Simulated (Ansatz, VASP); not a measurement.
Ge: VASP beside Ansatz

The input INCAR:

```
PREC = Accurate
ENCUT = 520
EDIFF = 1E-6
ISMEAR = 0
SIGMA = 0.15
LREAL = False
LASPH = True
NELM = 100
ALGO = Normal
ISIF = 2
LWAVE = False
LCHARG = True
GGA = PS
LELF = True
LVHAR = True
NBANDS = 21
```

Contents of KPOINTS:

```
regular mesh
0
Gamma
  14 14 14
```

File POSCAR:

```
Ge
1.0
    0.0000000000      2.8143074359      2.8143074359
    2.8143074359      0.0000000000      2.8143074359
    2.8143074359      2.8143074359      0.0000000000
Ge
2
Direct
    0.5098665837      0.4901334163      0.4901334163
    0.7401334163      0.7598665837      0.7598665837
```

Input for Ansatz:

```yaml
crystal:
  lattice:
    - [0.0, 2.8143074359, 2.8143074359]
    - [2.8143074359, 0.0, 2.8143074359]
    - [2.8143074359, 2.8143074359, 0.0]
  atoms:
    - { symbol: Ge, position: [0.5098665837, 0.4901334163, 0.4901334163] }
    - { symbol: Ge, position: [0.7401334163, 0.7598665837, 0.7598665837] }
basis:
  ecutwfc: 420
kpoints:
  mp_grid: { grid: [14, 14, 14] }
hamiltonian:
  xc: pbesol
  pseudopotentials: { kind: paw, azcp: { folder: soft_1 } }
scf:
  occupations: { method: gaussian, width: 0.15 }
output:
  forces: true
  stress: true
  eigenvalues: true
```

Change from the starting cell: mode 4 frozen in at -0.056 Å, equal normal strain along x, y and z -0.0083.

Alike in both runs: task single point; functional PBEsol; k mesh 14 × 14 × 14; occupations gaussian, width 0.15 eV; no spin polarisation.

```csv
,VASP,Ansatz
version,VASP 6.6.1,Ansatz 0.2.0
potentials or method,"VASP PAW PBE potentials, release 64 (Ge_d), cutoff 520 eV","scalar-relativistic, plane waves, PAW"
valence electrons in the cell,28,28
```

|  | VASP | Ansatz | Ansatz less VASP |
| --- | --- | --- | --- |
| gap on the k mesh at the Fermi level (eV) | none | none | - |
| pressure (GPa) | 1.8 | 2.2 | +0.42 |
| traceless stress, the component that is largest in VASP (GPa) | -3.75 | -3.78 | -0.025 |
| rms of the force components (eV/Å) | 0.724 | 0.726 | +0.0016 |

VASP's potentials were made for PBE, not for PBEsol, and Ansatz warns of the same on its side. Atom by atom the forces differ by 0.002 eV/Å (rms over components). A gap of «none» marks a metal or a gap that the smearing closes. With one functional, cell and mesh, what is left measures potentials, basis and numerics.
